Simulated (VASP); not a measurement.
Runs of VASP 6.6.1 on La. Symmetry: P6_3/mmc, No. 194, hexagonal system. Conventional cell: a = 3.773 Å, b = 3.773 Å, c = 12.113 Å, α = 90.00°, β = 90.00°, γ = 120.00°. Within 4.9 Å of La (site symmetry -3m) lie 12 La at 3.73 to 3.77 Å. Within 4.9 Å of La (site symmetry -6m2) lie 12 La at 3.73 to 3.77 Å. 

```csv
smearing,gap on the mesh (eV),pressure (GPa)
methfessel-paxton 0.03 eV,none,0.0
methfessel-paxton 0.1 eV,none,0.1
methfessel-paxton 0.3 eV,none,0.0
methfessel-paxton 0.2 eV,none,0.0
methfessel-paxton 0.6 eV,none,(a)
```

Alike in all rows: task single point; level PBE; potentials or basis VASP PAW PBE potentials, release 64 (La); no spin polarisation; cell as given; k mesh 10 × 10 × 3; cutoff (eV) 520.

Q: Estimate the missing entries.

A: (a) -0.1.

Caveats: spin-orbit coupling is left out, which moves the levels of the heavy elements; so wide a smearing shifts energies and pressures (at least some runs).

A k mesh can miss the band edges, and the runs leave out spin-orbit coupling on La.

A gap of «none» marks levels without a gap at the run's occupations.
